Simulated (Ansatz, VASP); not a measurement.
One calculation of C, two programs

The input INCAR:

```
  PREC = Accurate
  ENCUT = 600
  EDIFF = 1E-6
  ISMEAR = 0
  SIGMA = 0.01
  LREAL = False
  LASPH = True
  NELM = 120
  ALGO = Normal
  ISIF = 2
  LWAVE = False
  LCHARG = False
  GGA = PS
  NBANDS = 11
  GGA_COMPAT = False
```

File KPOINTS:

```
regular mesh
0
Gamma
  12 12 12
```

Contents of POSCAR:

```
C
1.0
    1.7769037248      1.7769037248      0.0000000000
   -1.7769037248      1.7769037248      0.0000000000
    0.0000000000      1.7769037248      1.7769037248
C
2
Direct
    0.5000000000      0.5000000000      0.0000000000
    0.7500000000      0.2500000000      0.5000000000
```

Input for Ansatz:

```yaml
crystal:
  lattice:
    - [1.77690372484, 1.77690372484, 0.0]
    - [-1.77690372484, 1.77690372484, 0.0]
    - [0.0, 1.77690372484, 1.77690372484]
  atoms:
    - { symbol: C, position: [0.5, 0.5, 0.0] }
    - { symbol: C, position: [0.75, 0.25, 0.5] }
kpoints:
  mp_grid: { grid: [12, 12, 12] }
scf:
  occupations: { method: fixed }
hamiltonian:
  xc: pbesol
  pseudopotentials: { kind: all_electron, lapw: { basis_error: 0.001 } }
output:
  forces: true
  stress: true
  eigenvalues: true
  eigenstates:
    nscf_kmesh: { grid: [18, 18, 18] }
    de_dk: true
    e_range: [-9, 14.03487132279]
checkpoint:
  write: ck
  write_wavefunctions: false
```

Alike in both runs: task single point; functional PBEsol; k mesh 12 × 12 × 12; no spin polarisation.

```csv
,VASP,Ansatz
version,VASP 6.6.1,Ansatz 0.2.0
potentials or method,"VASP PAW PBE potentials, release 64 (C), cutoff 600 eV","all-electron LAPW, scalar-relativistic"
occupations,"gaussian, width 0.01 eV",fixed
```

```csv
,VASP,Ansatz,Ansatz less VASP
gap on the k mesh at the Fermi level (eV),4.06,4.07,+0.005
pressure (GPa),0.4,0.0,-0.41
```

VASP's potentials were made for PBE, not for PBEsol. Ansatz ran all-electron here, and VASP with PAW potentials.
